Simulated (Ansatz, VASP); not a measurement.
# Two plane-wave programs on MnO2

```
Mn O
1.0
     0.00000    4.01999    4.01999
     4.01999    0.00000    4.01999
     4.01999    4.01999    0.00000
Mn O
4 8
Cartesian
  1.0050 1.0050 1.0050
  3.0150 3.0150 1.0050
  1.0050 3.0150 3.0150
  3.0150 1.0050 3.0150
  2.9021 2.9021 2.9021
  5.1379 5.1379 2.9021
  2.9021 5.1379 5.1379
  5.1379 2.9021 5.1379
  4.9121 4.9121 7.1479
  7.1479 7.1479 7.1479
  4.9121 7.1479 4.9121
  7.1479 4.9121 4.9121
```

Alike in both runs: task single point; functional PBEsol; k mesh 6 × 6 × 6; occupations fermi-dirac, width 0.05 eV; collinear spin.

|  | VASP | Ansatz |
| --- | --- | --- |
| version | VASP 6.6.1 | Ansatz 0.2.0 |
| potentials or method | VASP PAW PBE potentials, release 64 (Mn_pv, O) | Ansatz PAW |
| plane-wave cutoff (eV) | 520 | 420 |
| valence electrons in the cell | 100 | 108 |

|  | VASP | Ansatz | Ansatz less VASP |
| --- | --- | --- | --- |
| gap on the k mesh at the Fermi level (eV) | 0.37 | 0.39 | +0.023 |
| least direct gap on the mesh (eV) | 0.52 | 0.54 | +0.020 |
| pressure (GPa) | -1.2 | -2.2 | -0.92 |
| rms of the force components (eV/Å) | 0.032 | 0.071 | +0.0395 |
| net moment per atom (μB) | 1.00 | 1.00 | 0.000 |
| size of the moment on the site where the two differ most (μB) | 2.82 | 2.48 | -0.342 |

VASP's potentials were made for PBE, not for PBEsol. Site moments also hang on the region over which each program counts them. Atom by atom the forces differ by 0.040 eV/Å (rms over components). VASP's potentials hold 100 valence electrons a cell and Ansatz's 108, so a difference there can come from the potentials and not from the codes.
